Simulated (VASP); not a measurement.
Write the native input for VASP 6.6.1 that does the following.

```
Task                   : single point
Functional             : PBE
Potentials or basis    : VASP PAW PBE potentials, release 64 (Y_sv, F)
Cutoff                 : 520 eV
k mesh                 : 6 × 6 × 4
Occupations            : gaussian, width 0.1 eV
Spin                   : collinear spin
Starting moments       : [0.0, 1.0, 1.0, 1.0, 1.0, 1.0] μB
Dipole correction      : no
Further INCAR settings : ALGO = Normal; EDIFF = 1e-06; NBANDS = 36
```

The structure of YF5 lies in POSCAR:

```
YF5
1.0
    4.3728667879      0.0000000027      0.0000000000
   -2.1864333963      3.7870137244      0.0000000000
    0.0000000000      0.0000000000      4.3372959150
Y F
1 5
Direct
    0.0000000000      0.0000000000      0.5000000000
    0.3333333333      0.6666666667      0.5000000000
    0.6666666667      0.3333333333      0.5000000000
    0.3333333333      0.6666666667      0.0000000000
    0.6666666667      0.3333333333      0.0000000000
    0.0000000000      0.0000000000      0.0000000000
```

The cell was built from a structure type or drawn by symmetry, and may not be a known phase.

One way to write it, as run:

INCAR

```
PREC = Accurate
ENCUT = 520
EDIFF = 1E-6
ISMEAR = 0
SIGMA = 0.1
LREAL = F
LASPH = T
NELM = 150
ALGO = Normal
ISIF = 2
LWAVE = F
LCHARG = F
ISPIN = 2
MAGMOM = 0 1 1 1 1 1
LORBIT = 11
LMAXMIX = 4
GGA = PE
NBANDS = 36
```

KPOINTS

```
Automatic mesh
0
Gamma
  6 6 4
```

Potentials or basis: VASP PAW PBE potentials, release 64 (Y_sv, F).

The run is started by

```sh
$ cat potpaw_PBE.64/Y_sv/POTCAR potpaw_PBE.64/F/POTCAR > POTCAR
$ mpirun -np 1 vasp_std > vasp.out
```

Results of the run:

| Property | Result |
| --- | --- |
| Pressure | -0.4 GPa |
| Band gap on the k mesh | zero (filled and empty bands overlap) |
| Net moment | 2.00 μB per cell |
| Site moments | Y -0.02; F +0.26, +0.65, +0.06 (each value once) μB |
| Valence electrons inside the program's atomic spheres | Y 9.10; F 6.03, 5.88, 6.12 (each value once) |

Caveat: the k points lie up to 0.36 Å⁻¹ apart, too coarse for converged energies and pressures of a metal.

It took 2.5 min on 1 thread of Intel Xeon 8259CL (shared host), peak memory 0.28 GiB.
